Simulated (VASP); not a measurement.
Write the native input for VASP 6.6.1 that does the following.

```yaml
Task: single point
Functional: PBEsol
Potentials_or_basis: VASP PAW PBE potentials, release 64 (Co, Sn_d)
Cutoff: 600 eV
k_mesh: 8 × 8 × 8
Occupations: gaussian, width 0.1 eV
Spin: no spin polarisation
Dipole_correction: no
Further_INCAR_settings: ALGO = Normal; EDIFF = 1e-06; NBANDS = 46
```

The structure of CoSn2 lies in POSCAR:

```
CoSn2
1.0
   -3.1395513679      3.1395513679      2.6990469663
    3.1395513679     -3.1395513679      2.6990469663
    3.1395513679      3.1395513679     -2.6990469663
Co Sn
2 4
Direct
    0.2500000000      0.2500000000      0.0000000000
    0.7500000000      0.7500000000      0.0000000000
    0.6662898108      0.1662898108      0.8325796216
    0.1662898108      0.3337101892      0.5000000000
    0.3337101892      0.8337101892      0.1674203784
    0.8337101892      0.6662898108      0.5000000000
```

The input as run:

INCAR

```
SYSTEM = CoSn2
PREC = Accurate
ENCUT = 600
EDIFF = 1E-6
ISMEAR = 0
SIGMA = 0.1
LREAL = .False.
LASPH = .True.
NELM = 120
ALGO = Normal
ISIF = 2
LWAVE = .False.
LCHARG = .False.
GGA = PS
NBANDS = 46
GGA_COMPAT = .False.
```

KPOINTS

```
Automatic mesh
0
Gamma
  8 8 8
  0 0 0
```

Potentials or basis: VASP PAW PBE potentials, release 64 (Co, Sn_d).

Run with:

```console
$ cat potpaw_PBE.64/Co/POTCAR potpaw_PBE.64/Sn_d/POTCAR > POTCAR
$ mpirun -np 1 vasp_std > vasp.out
```

Results of the run:

| Property | Result |
| --- | --- |
| Pressure | 0.1 GPa |
| Largest force | 0.009 eV/Å |
| Band gap on the k mesh | zero (band 37 reaches 11.92 eV, above the bottom of band 38 at 10.27 eV) |

Caveat: the PAW data sets were made with another functional, which shifts forces and pressure a little; spin-orbit coupling is left out, which moves the levels of the heavy elements.

Wall time 7.5 min on 1 thread of Intel Xeon 6975P-C, on a shared host, peak memory 0.44 GiB.
